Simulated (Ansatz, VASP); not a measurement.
Two plane-wave programs on Ru2F

```
Ru F
1.0
     0.00000    2.64471    2.64471
     2.64471    0.00000    2.64471
     2.64471    2.64471    0.00000
Ru F
2 1
Direct
  0.25000 0.25000 0.25000
  0.75000 0.75000 0.75000
  0.50000 0.50000 0.50000
```

Alike in both runs: task single point; functional PBE; k mesh 6 × 6 × 6; occupations gaussian, width 0.1 eV; collinear spin.

|  | VASP | Ansatz |
| --- | --- | --- |
| version | VASP 6.6.1 | Ansatz 0.2.0 |
| potentials or method | VASP PAW PBE potentials, release 64 (Ru_pv, F), cutoff 520 eV | scalar-relativistic, plane waves, PAW |
| valence electrons in the cell | 35 | 39 |

```csv
,VASP,Ansatz,Ansatz less VASP
gap on the k mesh at the Fermi level (eV),none,none,-
pressure (GPa),22.3,22.3,-0.01
net moment per atom (μB),0.00,0.00,0.000
```

A gap of «none» marks a metal or a gap that the smearing closes. VASP's potentials hold 35 valence electrons a cell and Ansatz's 39, so a difference there can come from the potentials and not from the codes. Ansatz's warnings: seeded moment not kept.
